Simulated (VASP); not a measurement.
Here is a VASP 6.6.1 calculation.

File INCAR:

```
  PREC = Accurate
  ENCUT = 520
  EDIFF = 1E-7
  ISMEAR = -1
  SIGMA = 0.05
  LREAL = False
  LASPH = True
  NELM = 150
  ALGO = Normal
  ISIF = 2
  LWAVE = False
  LCHARG = False
  ISPIN = 2
  MAGMOM = 0 0 4 4 4 4 4 4
  LORBIT = 11
  LMAXMIX = 4
  GGA = PS
  NBANDS = 67
```

Contents of KPOINTS:

```
Automatic mesh
0
Gamma
  6 6 6
```

File POSCAR:

```
Mn3Sn
1.0
    5.5542532364      0.0000000000      0.0000000000
   -2.7771266182      4.8101244018      0.0000000000
    0.0000000000      0.0000000000      4.4375250725
Sn Mn
2 6
Direct
    0.6666666667      0.3333333333      0.7500000000
    0.3333333333      0.6666666667      0.2500000000
    0.6659999999      0.8330000000      0.7500000000
    0.8330000000      0.1670000001      0.2500000000
    0.1670000001      0.3340000001      0.7500000000
    0.3340000001      0.1670000001      0.2500000000
    0.1670000001      0.8330000000      0.7500000000
    0.8330000000      0.6659999999      0.2500000000
```

Potentials or basis: VASP PAW PBE potentials, release 64 (Sn_d, Mn_pv).

Launch:

```bash
$ cat potpaw_PBE.64/Sn_d/POTCAR potpaw_PBE.64/Mn_pv/POTCAR > POTCAR
$ mpirun -np 1 vasp_std > vasp.out
```

(1) Estimate the pressure.

(2) Estimate the net moment.

Answers

(1) -3.5 GPa.

(2) 17.94 μB per cell.

Caveat: the cell stands under tension; the PAW data sets were made with another functional, which shifts forces and pressure a little.
